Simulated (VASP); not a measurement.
Here is a VASP 6.6.1 calculation.

Contents of INCAR:

```
SYSTEM = CuO2
  PREC = Accurate
  ENCUT = 520
  EDIFF = 1E-6
  ISMEAR = -1
  SIGMA = 0.06122561905347299
  LREAL = .False.
  LASPH = .True.
  NELM = 80
  ALGO = Normal
  ISIF = 2
  LWAVE = .False.
  LCHARG = .True.
  GGA = PE
  LELF = .True.
  LVHAR = .True.
  NBANDS = 18
```

The input KPOINTS:

```
regular mesh
0
Gamma
  20 20 20
  0 0 0
```

The input POSCAR:

```
CuO2
1.0
    0.0000000000      2.4005937145      2.4005937145
    2.4005937145      0.0000000000      2.4005937145
    2.4005937145      2.4005937145      0.0000000000
Cu O
1 2
Direct
    0.0000000000      0.0000000000      0.0000000000
    0.2500000000      0.2500000000      0.2500000000
    0.7500000000      0.7500000000      0.7500000000
```

Potentials or basis: VASP PAW PBE potentials, release 64 (Cu, O).

The run is started by

```console
$ cat potpaw_PBE.64/Cu/POTCAR potpaw_PBE.64/O/POTCAR > POTCAR
$ mpirun -np 1 vasp_std > vasp.out
```

Estimate the pressure.

4.0 GPa.

What does it give for the band gap on the k mesh?

Zero (an odd number of electrons rules out a gap without spin polarisation).

Caveat: the cell stands under pressure; an odd number of electrons without spin polarisation forces a metal; a magnetic or distorted state may lie lower; semilocal functionals often make such compounds metallic where correlation or magnetic order opens a gap, which also shifts bond lengths. With open d or f shells a metallic result of PBE can be an artefact of self-interaction; +U or a hybrid may open a gap.
